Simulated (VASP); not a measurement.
Wanted: the native input for a VASP 6.6.1 run.

- Task: single point
- Functional: PBEsol
- Potentials or basis: VASP PAW PBE potentials, release 64 (La, H)
- Cutoff: 400 eV
- k mesh: 5 × 5 × 1
- Occupations: methfessel-paxton, width 0.1 eV
- Spin: no spin polarisation
- Dipole correction: yes
- Further INCAR settings: ALGO = Normal; EDIFF = 1e-06; NBANDS = 33; NELMDL = -8

The structure of LaH3 lies in POSCAR:

```
LaH3
1.0
    3.9406770295      0.0000000000      0.0000000000
    1.9703385147      3.4127264156      0.0000000000
    0.0000000000      0.0000000000     20.8482606330
La H
3 9
Direct
    0.0000000000      0.0000000000      0.2877937928
    0.3333333333      0.3333333333      0.4421255798
    0.6666666667      0.6666666667      0.5964573669
    0.6666666667      0.6666666667      0.3649596863
    0.0000000000      1.0000000000      0.4035426331
    0.3333333333      0.3333333333      0.3263767395
    0.0000000000      1.0000000000      0.5192914734
    0.3333333333      0.3333333333      0.5578744202
    0.6666666667      0.6666666667      0.4807085266
    0.3333333333      0.3333333333      0.6736232605
    0.6666666667      0.6666666667      0.7122062072
    0.0000000000      1.0000000000      0.6350403137
```

One way to write it, as run:

INCAR

```
  PREC = Accurate
  ENCUT = 400
  EDIFF = 1E-6
  ISMEAR = 1
  SIGMA = 0.1
  LREAL = False
  LASPH = True
  NELM = 200
  ALGO = Normal
  ISIF = 2
  LWAVE = False
  LCHARG = True
  LDIPOL = True
  IDIPOL = 3
  DIPOL = 0.5 0.5 0.500
  GGA = PS
  LELF = True
  LVHAR = True
  LVACPOTAV = True
  NBANDS = 33
  GGA_COMPAT = False
  LMAXMIX = 6
  NELMDL = -8
```

KPOINTS

```
regular mesh
0
Gamma
  5 5 1
```

Potentials or basis: VASP PAW PBE potentials, release 64 (La, H).

The run is started by

```console
$ cat potpaw_PBE.64/La/POTCAR potpaw_PBE.64/H/POTCAR > POTCAR
$ mpirun -np 1 vasp_std > vasp.out
```

Results of the run:

```yaml
Largest_force: 1.347 eV/Å
Band_gap_on_the_k_mesh: zero (filled and empty bands touch)
```

Caveat: the k points lie up to 0.37 Å⁻¹ apart; the PAW data sets were made with another functional, which shifts forces and pressure a little; spin-orbit coupling is left out, which moves the levels of the heavy elements.

Wall time 2.6 min on 1 thread of AMD EPYC 7R13 Processor (Zen 3) (shared host), peak memory 0.3 GiB.
